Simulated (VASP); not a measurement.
# Pt (P6_3/mmc) in VASP: notebook

Pt is run at these levels: PBEsol; tasks: single point.

Program: VASP 6.6.1. These are calculated values, not measurements. Logs are shortened: lines on timing, memory, paths and dates and some standing lists are left out, and cuts for length are marked.

### Step 1. The cell of the first run

The structure is hexagonal, space group P6_3/mmc (No. 194). Conventional cell: a = 2.871 Å, b = 2.871 Å, c = 5.176 Å, α = 90.00°, β = 90.00°, γ = 120.00°. Within 3.8 Å of Pt (site symmetry -6m2) lie 12 Pt at 2.87 to 3.07 Å.

### Step 2. Single point, PBEsol (strain +0.040 along x and y, +0.080 along z)

Contents of INCAR:

```
SYSTEM = Pt
ALGO = Fast ; EDIFF = 1E-6
ENCUT = 520 ; GGA = PS
ISIF = 2 ; ISMEAR = 0
LASPH = .True. ; LCHARG = .False.
LREAL = .False. ; LWAVE = .False.
NBANDS = 17 ; NELM = 100
PREC = Accurate ; SIGMA = 0.15
```

Contents of KPOINTS:

```
k-points
0
Gamma
  18 18 10
  0 0 0
```

Contents of POSCAR:

```
Pt
1.0
    2.8710922404      0.0000000000      0.0000000000
   -1.4355461202      2.4864388168      0.0000000000
    0.0000000000      0.0000000000      5.1755047200
Pt
2
Direct
    0.6666666667      0.3333333333      0.7500000000
    0.3333333333      0.6666666667      0.2500000000
```

Potentials or basis: VASP PAW PBE potentials, release 64 (Pt).

Started as:

```console
$ cat potpaw_PBE.64/Pt/POTCAR > POTCAR
$ mpirun -np 1 vasp_std > vasp.out
```

OUTCAR:

```text
SYSTEM = Pt
   EDIFF = 1E-6
   ENCUT = 520
   GGA = PS
   ISIF = 2
   ISMEAR = 0
   LASPH = .True.
   LREAL = .False.
   NELM = 100
   PREC = Accurate

 ion  position               nearest neighbor table
   1  0.667  0.333  0.750-   2 3.07   2 3.07   2 3.07   2 3.07   2 3.07   2 3.07
   2  0.333  0.667  0.250-   1 3.07   1 3.07   1 3.07   1 3.07   1 3.07   1 3.07

  LATTYP: Found a hexagonal cell.
 ALAT       =     2.8710922404
 C/A-ratio  =     1.8026257210

  Lattice vectors:

 A1 = (   2.8710922404,   0.0000000000,   0.0000000000)
 A2 = (  -1.4355461202,   2.4864388168,   0.0000000000)
 A3 = (   0.0000000000,   0.0000000000,   5.1755047200)

Analysis of symmetry for initial positions (statically):
=====================================================================
 Subroutine PRICEL returns:
 Original cell was already a primitive cell.

 Routine SETGRP: Setting up the symmetry group for a
 hexagonal supercell.

 Subroutine GETGRP returns: Found 24 space group operations
 (whereof 12 operations were pure point group operations)
 out of a pool of 24 trial point group operations.

The static configuration has the point symmetry D_3d.
 The point group associated with its full space group is D_6h.

Analysis of symmetry for dynamics (positions and initial velocities):
=====================================================================
 Subroutine PRICEL returns:
 Original cell was already a primitive cell.

 Routine SETGRP: Setting up the symmetry group for a
 hexagonal supercell.

 Subroutine GETGRP returns: Found 24 space group operations
 (whereof 12 operations were pure point group operations)
 out of a pool of 24 trial point group operations.

The dynamic configuration has the point symmetry D_3d.
 The point group associated with its full space group is D_6h.

 Subroutine INISYM returns: Found 24 space group operations
 (whereof 12 operations are pure point group operations),
 and found     1 'primitive' translations

----------------------------------------------------------------------------------------

                                     Primitive cell

  volume of cell :      36.9469

  direct lattice vectors                    reciprocal lattice vectors
     2.871092240  0.000000000  0.000000000     0.348299503  0.201090812  0.000000000
    -1.435546120  2.486438817  0.000000000     0.000000000  0.402181623  0.000000000
     0.000000000  0.000000000  5.175504720     0.000000000  0.000000000  0.193217870

  length of vectors
     2.871092240  2.871092240  5.175504720     0.402181623  0.402181623  0.193217870

  position of ions in fractional coordinates (direct lattice)
     0.666666667  0.333333333  0.750000000
     0.333333333  0.666666667  0.250000000

  ion indices of the primitive-cell ions
   primitive index   ion index
                 1           1
                 2           2

----------------------------------------------------------------------------------------

 KPOINTS: k-points

Automatic generation of k-mesh.
 Grid dimensions read from file:
 generate k-points for:   18   18   10

 Generating k-lattice:

  Cartesian coordinates                     Fractional coordinates (reciprocal lattice)
     0.019349972  0.011171712  0.000000000     0.055555556 -0.000000000  0.000000000
     0.000000000  0.022343424  0.000000000     0.000000000  0.055555556  0.000000000
     0.000000000  0.000000000  0.019321787     0.000000000  0.000000000  0.100000000

  Length of vectors
     0.022343424  0.022343424  0.019321787

  Shift w.r.t. Gamma in fractional coordinates (k-lattice)
     0.000000000  0.000000000  0.000000000

 Subroutine IBZKPT returns following result:
 ===========================================

 Found    222 irreducible k-points:

 Following reciprocal coordinates:
            Coordinates               Weight
  0.000000  0.000000  0.000000      1.000000
  0.055556  0.000000  0.000000      6.000000
  0.111111  0.000000  0.000000      6.000000
  0.166667  0.000000  0.000000      6.000000
  0.222222  0.000000  0.000000      6.000000
  0.277778  0.000000  0.000000      6.000000
[... 16 lines left out ...]
  0.333333  0.111111  0.000000     12.000000
  0.388889  0.111111  0.000000     12.000000
 [... further k-points ...]
   k-points           NKPTS =    222   k-points in BZ     NKDIM =    222   number of bands    NBANDS=     17
   number of dos      NEDOS =    301   number of ions     NIONS =      2
   total plane-waves  NPLWV =  23040
   dimension x,y,z NGX =    24 NGY =   24 NGZ =   40
   dimension x,y,z NGXF=    48 NGYF=   48 NGZF=   80
   ions per type =               2
   NGX,Y,Z   is equivalent  to a cutoff of  13.90, 13.90, 12.85 a.u.
   NGXF,Y,Z  is equivalent  to a cutoff of  27.79, 27.79, 25.70 a.u.
 SYSTEM =  Pt
   PREC   = accura    normal or accurate (medium, high low for compatibility)
   ISTART =      0    job   : 0-new  1-cont  2-samecut
   ICHARG =      2    charge: 1-file 2-atom 10-const
   ISPIN  =      1    spin polarized calculation?
   LNONCOLLINEAR =      F non collinear calculations
   LSORBIT =      F    spin-orbit coupling
   LASPH  =      T    aspherical Exc in radial PAW
   ENCUT  =  520.0 eV  38.22 Ry    6.18 a.u.   5.34  5.34  9.62*2*pi/ulx,y,z
   NELM   =    100;   NELMIN=  2; NELMDL= -5     # of ELM steps
   EDIFF  = 0.1E-05   stopping-criterion for ELM
   LREAL  =      F    real-space projection
   EDIFFG = 0.1E-04   stopping-criterion for IOM
   NSW    =      0    number of steps for IOM
   IBRION =     -1    ionic relax: 0-MD 1-quasi-New 2-CG
   NFREE  =      0    steps in history (QN), initial steepest desc. (CG)
   ISIF   =      2    stress and relaxation
   ISYM   =      2    0-nonsym 1-usesym 2-fastsym
   POTIM  = 0.5000    time-step for ionic-motion
   TEBEG  =    0.0;   TEEND  =   0.0 temperature during run
   PSTRESS=    0.0 pullay stress
   NELECT =      20.0000    total number of electrons
   NUPDOWN=      -1.0000    fix difference up-down
   EMIN   =  10.00;   EMAX   =-10.00  energy-range for DOS
   EFERMI =   0.00;   METHOD = LEGACY
   ISMEAR =     0;   SIGMA  =   0.15  broadening in eV -4-tet -1-fermi 0-gaus
   EFERMI_NEDOS =   21; number of points for ismear=-14 and -15
   IALGO  =     68    algorithm
   IMIX   =      4    mixing-type and parameters
     AMIX     =   0.40;   BMIX     =  1.00
     AMIX_MAG =   1.60;   BMIX_MAG =  1.00
  volume/ion in A,a.u.               =      18.47       124.66
  Fermi-wavevector in a.u.,A,eV,Ry     =   1.334214  2.521300 24.220112  1.780128
  Thomas-Fermi vector in A             =   2.463013
   LORBIT       =      0    0 simple, 1 ext, 2 COOP (PROOUT), +10 PAW based schemes
   GGA     = PS    functional components
   LHFCALC =     F    Hartree Fock is set to
   AEXX    =    0.0000 exact exchange contribution
   IVDW    =     0    specifies the selected vdW correction
   LEPSILON=     F    determine dielectric tensor
   LRPA    =     F    only Hartree local field effects (RPA)
 non-spin polarized calculation
 RMM-DIIS sequential band-by-band and
 Gauss-broadening in eV      SIGMA  =   0.15
  energy-cutoff  :      520.00
  volume of cell :       36.95
 maximum number of plane-waves:      1027
 NGX is ok and might be reduce to    24
   NGX = 11   NGY = 11   NGZ = 19

 number of electron      20.0000000 magnetization

 Free energy of the ion-electron system (eV)
  ---------------------------------------------------
  ext. energy  EPLUGINS =         0.00000000
  ---------------------------------------------------
  free energy    TOTEN  =       -12.98737199 eV

  energy without entropy =      -12.93810189  energy(sigma->0) =      -12.96273694

 E-fermi :   7.5643     XC(G=0): -12.4417

 val. band max:        7.5625321107   @ k =   0.3889   0.0000   0.0000
 cond. band min:       7.5660314281   @ k =   0.2222   0.2222   0.5000
 fundamental gap:      0.0034993174
 Fermi energy:         7.5642529580

 k-point     1 :       0.0000    0.0000    0.0000
  band No.  band energies     occupation
      1      -0.6188      2.00000
      2       1.7196      2.00000
      3       4.3292      2.00000
      4       4.8868      2.00000
      5       4.8868      2.00000
      6       5.1197      2.00000
[... 9 lines left out ...]
     16      24.6887      0.00000
     17      27.4828      0.00000

 k-point     2 :       0.0556    0.0000    0.0000
  band No.  band energies     occupation
      1      -0.5180      2.00000
      2       1.8144      2.00000
      3       4.3473      2.00000
      4       4.8586      2.00000
      5       4.9582      2.00000
      6       5.0741      2.00000
[... 9 lines left out ...]
     16      24.7520      0.00000
     17      26.8554      0.00000

 k-point     3 :       0.1111    0.0000    0.0000
  band No.  band energies     occupation
      1      -0.2222      2.00000
      2       2.0840      2.00000
      3       4.3561      2.00000
      4       4.8124      2.00000
      5       4.9801      2.00000
      6       5.1683      2.00000
[... 9 lines left out ...]
     16      24.5855      0.00000
     17      25.8607      0.00000

 k-point     4 :       0.1667    0.0000    0.0000
  band No.  band energies     occupation
      1       0.2465      2.00000
      2       2.4695      2.00000
      3       4.2927      2.00000
      4       4.6866      2.00000
      5       5.0762      2.00000
      6       5.0769      2.00000
[... 9 lines left out ...]
     16      24.5756      0.00000
     17      24.7483      0.00000
[... 343 lines left out ...]
      1       2.3013      2.00000
      2       3.0851      2.00000
      3       3.7023      2.00000
      4       4.3818      2.00000
      5       4.8251      2.00000
      6       5.0624      2.00000
[... 9 lines left out ...]
     16      21.7986      0.00000
     17      22.0052      0.00000

 k-point    23 :       0.3333    0.1111    0.0000
  band No.  band energies     occupation
      1       2.6067      2.00000
      2       2.9223      2.00000
      3       3.4750      2.00000
      4       4.7170      2.00000
      5       4.9668      2.00000
      6       5.2055      2.00000
[... 9 lines left out ...]
     16      20.0347      0.00000
     17      21.0627      0.00000

 k-point    24 :       0.3889    0.1111    0.0000
  band No.  band energies     occupation
      1       2.7105      2.00000
      2       2.8063      2.00000
      3       3.3374      2.00000
      4       4.9247      2.00000
      5       5.1090      2.00000
      6       5.2915      2.00000
[... 9 lines left out ...]
     16      18.9259      0.00000
     17      20.2733      0.00000

 [... further k-points ...]
[... 5 lines left out ...]
  --------------------------------------------------------------------------------------
  -------------------------------------------------------------------------------------
  Total       -7.4947398     -7.4947398     -7.1482460      0.0000000     -0.0000000      0.0000000
  in kB     -325.0046028   -325.0046028   -309.9791212      0.0000000     -0.0000000      0.0000000
  external PRESSURE =    -319.9961090 kB  Pullay stress =       0.0000000 kB

 VOLUME and BASIS-vectors are now :
 -----------------------------------------------------------------------------
  energy-cutoff  :      520.00
  volume of cell :       36.95
      direct lattice vectors                 reciprocal lattice vectors
     2.871092240  0.000000000  0.000000000     0.348299503  0.201090812  0.000000000
    -1.435546120  2.486438817  0.000000000     0.000000000  0.402181623  0.000000000
     0.000000000  0.000000000  5.175504720     0.000000000  0.000000000  0.193217870

 POSITION                                       TOTAL-FORCE (eV/Angst)
 -----------------------------------------------------------------------------------
      1.43555      0.82881      3.88163         0.000000     -0.000000      0.000000
     -0.00000      1.65763      1.29388        -0.000000      0.000000      0.000000
 -----------------------------------------------------------------------------------
    total drift:                               -0.000000      0.000000     -0.000000

  FREE ENERGIE OF THE ION-ELECTRON SYSTEM (eV)
  ---------------------------------------------------
  free  energy   TOTEN  =       -12.9873719855 eV

  energy  without entropy=      -12.9381018877  energy(sigma->0) =      -12.96273694
```

It took 82 s on 1 thread of Intel Xeon Platinum 8375C at 2.90GHz (Ice Lake), shared host; peak memory 0.24 GiB.

Results:

| Property | Result |
| --- | --- |
| Free energy | -12.9874 eV |
| Pressure | -32.0 GPa |
| Band gap on the k mesh | zero (band 10 reaches 8.02 eV, above the bottom of band 11 at 7.02 eV) |

Stress tensor (GPa, compression positive):
```
-32.50   0.00   0.00
  0.00 -32.50   0.00
  0.00   0.00 -31.00
```

Caveat: the cell differs from its parent crystal (strain +0.040 along x and y, +0.080 along z); the PAW data sets were made with another functional, which shifts forces and pressure a little; spin-orbit coupling is left out, which moves the levels of the heavy elements.

### Step 3. Single point, PBEsol (strain -0.080 along x and y, -0.080 along z)

Contents of INCAR:

```
ALGO = Normal
EDIFF = 1E-6
ENCUT = 520
GGA = PS
ISIF = 2
ISMEAR = 0
LASPH = T
LCHARG = F
LREAL = F
LWAVE = F
NBANDS = 17
NELM = 100
PREC = Accurate
SIGMA = 0.15
```

Contents of KPOINTS:

```
k-points
0
Gamma
  18 18 10
```

Contents of POSCAR:

```
Pt
1.0
    2.5398123665      0.0000000000      0.0000000000
   -1.2699061833      2.1995420302      0.0000000000
    0.0000000000      0.0000000000      4.4087632800
Pt
2
Direct
    0.6666666667      0.3333333333      0.7500000000
    0.3333333333      0.6666666667      0.2500000000
```

Potentials or basis: VASP PAW PBE potentials, release 64 (Pt).

Started as:

```console
$ cat potpaw_PBE.64/Pt/POTCAR > POTCAR
$ mpirun -np 1 vasp_std > vasp.out
```

It took 53 s on 1 thread of Intel Xeon Platinum 8375C at 2.90GHz (Ice Lake), shared host; peak memory 0.2 GiB.

The run converged. Its results:

| Property | Result |
| --- | --- |
| Free energy | -12.3827 eV |
| Pressure | 101.0 GPa |
| Band gap on the k mesh | zero (band 10 reaches 16.27 eV, above the bottom of band 11 at 14.26 eV) |

Stress tensor (GPa, compression positive):
```
106.25   0.00   0.00
  0.00 106.25   0.00
  0.00   0.00  90.62
```

Levels at points of the mesh, in eV from the Fermi level:
```
           k point  band 8  band 9  band 10  band 11  band 12  band 13
(0.00, 0.00, 0.00)   -2.72   -2.72    -1.96    -0.33    -0.33     6.53
(0.50, 0.00, 0.00)    0.08    0.53     0.85     2.87     4.69     8.71
(0.00, 0.00, 0.50)   -5.10   -1.16    -1.16    -1.16    -1.16    13.17
(0.50, 0.00, 0.50)   -1.59    0.71     0.71     1.70     1.70     8.54
```

Caveat: the cell differs from its parent crystal (strain -0.080 along x and y, -0.080 along z); the PAW data sets were made with another functional, which shifts forces and pressure a little; spin-orbit coupling is left out, which moves the levels of the heavy elements.

(Continued in part 2 of 2.)
